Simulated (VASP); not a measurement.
A run of VASP 6.6.1 is set up as follows.

The input INCAR:

```
SYSTEM = InSb
ALGO = Normal ; EDIFF = 1E-6
ENCUT = 520 ; GGA = PS
ISIF = 2 ; ISMEAR = -1
LASPH = .True. ; LCHARG = .False.
LREAL = .False. ; LWAVE = .False.
NBANDS = 16 ; NELM = 80
PREC = Accurate ; SIGMA = 0.03
```

Contents of KPOINTS:

```
k-points
0
Gamma
  10 10 10
  0 0 0
```

POSCAR

```
InSb
1.0
    0.0000000000      3.3026278931      3.3026278931
    3.3026278931      0.0000000000      3.3026278931
    3.3026278931      3.3026278931      0.0000000000
In Sb
1 1
Direct
    0.0000000000      0.0000000000      0.0000000000
    0.7500000000      0.7500000000      0.7500000000
```

Potentials or basis: VASP PAW PBE potentials, release 64 (In_d, Sb).

Launch:

```sh
$ cat potpaw_PBE.64/In_d/POTCAR potpaw_PBE.64/Sb/POTCAR > POTCAR
$ mpirun -np 1 vasp_std > vasp.out
```

Q: Estimate the band gap on the k mesh.

A: Zero (filled and empty bands touch).

Q: What does it give for the pressure?

A: -1.5 GPa.

Caveat: the PAW data sets were made with another functional, which shifts forces and pressure a little; spin-orbit coupling is left out, which moves the levels of the heavy elements.

**Measured values to compare with.**

From “Electronic Structure and Epitaxy of CdTe Shells on InSb Nanowires”, 2021, arxiv:2111.05126, for a bulk crystal of InSb: band gap 0.24 eV.

Measured gap of InSb: 0.24 eV (quoted in “Electronic Structure and Epitaxy of CdTe Shells on InSb Nanowires”, 2021, arxiv:2111.05126). This calculation gives 0.00 eV (-0.24 eV). Spin-orbit coupling on In, Sb is left out. The value is that of PBEsol on a finite k mesh, which can miss the band edges, without temperature or zero-point motion. Semilocal functionals fall short of measured gaps as a rule.
